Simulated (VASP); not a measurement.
Wanted: the native input for a VASP 6.6.1 run.

```
Task                   : relaxation of cell and atoms
Functional             : LDA
Potentials or basis    : VASP PAW LDA potentials, release 64 (Au)
Cutoff                 : 600 eV
k mesh                 : 9 × 9 × 4
Occupations            : gaussian, width 0.1 eV
Spin                   : no spin polarisation
Dipole correction      : no
Further INCAR settings : ALGO = Normal; EDIFF = 1e-06; IBRION = 2; EDIFFG = -0.05; NSW = 100; ISIF = 3
```

The structure of Au lies in POSCAR:

```
Au
1.0
    2.9000000000      0.0000000000      0.0000000000
   -1.4500000000      2.5114736710      0.0000000000
    0.0000000000      0.0000000000      4.8800000000
Au
2
Direct
    0.3333333333      0.6666666667      0.7500000000
    0.6666666667      0.3333333333      0.2500000000
```

These files were run (other wordings do the same):

INCAR

```
PREC = Accurate
ENCUT = 600
EDIFF = 1E-6
ISMEAR = 0
SIGMA = 0.1
LREAL = False
LASPH = True
NELM = 100
ALGO = Normal
ISIF = 3
LWAVE = False
LCHARG = False
IBRION = 2
NSW = 100
EDIFFG = -0.05
```

KPOINTS

```
regular mesh
0
Gamma
  9 9 4
```

Potentials or basis: VASP PAW LDA potentials, release 64 (Au).

Run with:

```console
$ cat potpaw_LDA.64/Au/POTCAR > POTCAR
$ mpirun -np 1 vasp_std > vasp.out
```

Results of the run:

```
Relaxed volume                         : 16.64 Å³/atom
Relaxed cell                           : a = 2.843 Å, b = 2.843 Å, c = 4.753 Å, α = 90.00°, β = 90.00°, γ = 120.00°
Space group after relaxing (to 0.05 Å) : P6_3/mmc (No. 194)
Energy gained by relaxing              : 38.3 meV/atom
Ionic steps                            : 6
Pressure after relaxing                : 0.2 GPa
Band gap on the k mesh                 : zero (band 11 reaches 14.09 eV, above the bottom of band 12 at 6.99 eV)
```

Caveat: spin-orbit coupling is left out, which moves the levels of the heavy elements.

Run time: 49 s on 1 thread of Intel(R) Xeon(R) Platinum 8259CL CPU @ 2.50GHz (Skylake/Cascade Lake) (shared host), peak memory 0.16 GiB.
